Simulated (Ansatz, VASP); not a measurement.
Al: VASP beside Ansatz

Contents of INCAR:

```
SYSTEM = Al
  ALGO = Normal
  EDIFF = 1E-6
  ENCUT = 520
  GGA = PS
  ISIF = 2
  ISMEAR = -1
  LASPH = .TRUE.
  LCHARG = .FALSE.
  LREAL = .FALSE.
  LWAVE = .FALSE.
  NBANDS = 8
  NELM = 80
  PREC = Accurate
  SIGMA = 0.1
```

File KPOINTS:

```
k-points
0
G
  16 16 16
  0 0 0
```

POSCAR

```
Al
1.0
    0.0000000000      1.8940106875      1.8940106875
    1.8940106875      0.0000000000      1.8940106875
    1.8940106875      1.8940106875      0.0000000000
Al
1
Direct
    0.0000000000      0.0000000000      0.0000000000
```

Input for Ansatz:

```yaml
crystal:
  lattice:
    - [0.0, 1.8940106875, 1.8940106875]
    - [1.8940106875, 0.0, 1.8940106875]
    - [1.8940106875, 1.8940106875, 0.0]
  atoms:
    - { symbol: Al, position: [0.0, 0.0, 0.0] }
kpoints:
  mp_grid: { grid: [16, 16, 16] }
scf:
  occupations: { method: fermi_dirac, width: 0.1 }
hamiltonian:
  xc: pbesol
  pseudopotentials: { kind: paw }
output:
  forces: true
  stress: true
  eigenvalues: true
  populations: true
```

Change from the starting cell: volume scaled by 0.84, PAW files.

Alike in both runs: task single point; functional PBEsol; k mesh 16 × 16 × 16; occupations fermi-dirac, width 0.1 eV; no spin polarisation.

|  | VASP | Ansatz |
| --- | --- | --- |
| version | VASP 6.6.1 | Ansatz 0.2.0 |
| potentials or method | VASP PAW PBE potentials, release 64 (Al) | PAW with Ansatz's default frozen-core files, scalar-relativistic |
| plane-wave cutoff (eV) | 520 | 420 |
| valence electrons in the cell | 3 | 3 |

|  | VASP | Ansatz | Ansatz less VASP |
| --- | --- | --- | --- |
| pressure (GPa) | 21.4 | 21.3 | -0.16 |

VASP's potentials were made for PBE, not for PBEsol.
